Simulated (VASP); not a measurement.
A run of VASP 6.6.1:

INCAR

```
SYSTEM = GaSb
PREC = Accurate ; ENCUT = 600
EDIFF = 1E-7 ; ISMEAR = 0
SIGMA = 0.1 ; LREAL = .FALSE.
LASPH = .TRUE. ; NELM = 80
ALGO = Normal ; ISIF = 3
LWAVE = .FALSE. ; LCHARG = .FALSE.
GGA = PE ; IBRION = 2
NSW = 100 ; EDIFFG = -0.005
```

File KPOINTS:

```
regular mesh
0
G
  16 16 16
  0 0 0
```

File POSCAR:

```
GaSb
1.0
   -2.7534340000      2.7534340000      1.5907070000
    2.7534340000     -2.7534340000      1.5907070000
    2.7534340000      2.7534340000     -1.5907070000
Ga Sb
1 1
Direct
    0.2500000000      0.7500000000      0.5000000000
    0.0000000000      0.0000000000      0.0000000000
```

Potentials or basis: VASP PAW PBE potentials, release 64 (Ga_d, Sb).

Command:

```bash
$ cat potpaw_PBE.64/Ga_d/POTCAR potpaw_PBE.64/Sb/POTCAR > POTCAR
$ mpirun -np 1 vasp_std > vasp.out
```

Hardware: 1 thread of Intel(R) Xeon(R) Platinum 8259CL CPU @ 2.50GHz (Skylake/Cascade Lake) (shared host).

Q: How long does it take, and how much memory?

A: Run time: 18 min on 1 thread of Intel(R) Xeon(R) Platinum 8259CL CPU @ 2.50GHz (Skylake/Cascade Lake), on a shared host, peak memory 0.46 GiB. Counts: scf iterations 48, k points 349, ion steps 7.
